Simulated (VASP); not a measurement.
Input of a VASP 6.6.1 run:

The input INCAR:

```
SYSTEM = CaSe
PREC = Accurate
ENCUT = 500
EDIFF = 1E-6
ISMEAR = 0
SIGMA = 0.1
LREAL = .False.
LASPH = .True.
NELM = 120
ALGO = Normal
ISIF = 2
LWAVE = .False.
LCHARG = .False.
GGA = PE
NBANDS = 15
GGA_COMPAT = .False.
```

File KPOINTS:

```
regular mesh
0
Gamma
  4 4 4
  0 0 0
```

File POSCAR:

```
CaSe
1.0
    0.0000000000      2.9702381052      2.9702381052
    2.9702381052      0.0000000000      2.9702381052
    2.9702381052      2.9702381052      0.0000000000
Ca Se
1 1
Direct
    0.0000000000      0.0000000000      0.0000000000
    0.5000000000      0.5000000000      0.5000000000
```

Potentials or basis: VASP PAW PBE potentials, release 64 (Ca_sv, Se).

Run with:

```bash
$ cat potpaw_PBE.64/Ca_sv/POTCAR potpaw_PBE.64/Se/POTCAR > POTCAR
$ mpirun -np 1 vasp_std > vasp.out
```

What does it give for the pressure?

0.7 GPa.

Estimate the band gap on the k mesh.

2.04 eV (least direct gap 2.97 eV).

Caveat: the k points lie up to 0.46 Å⁻¹ apart. A k mesh can miss the band edges.
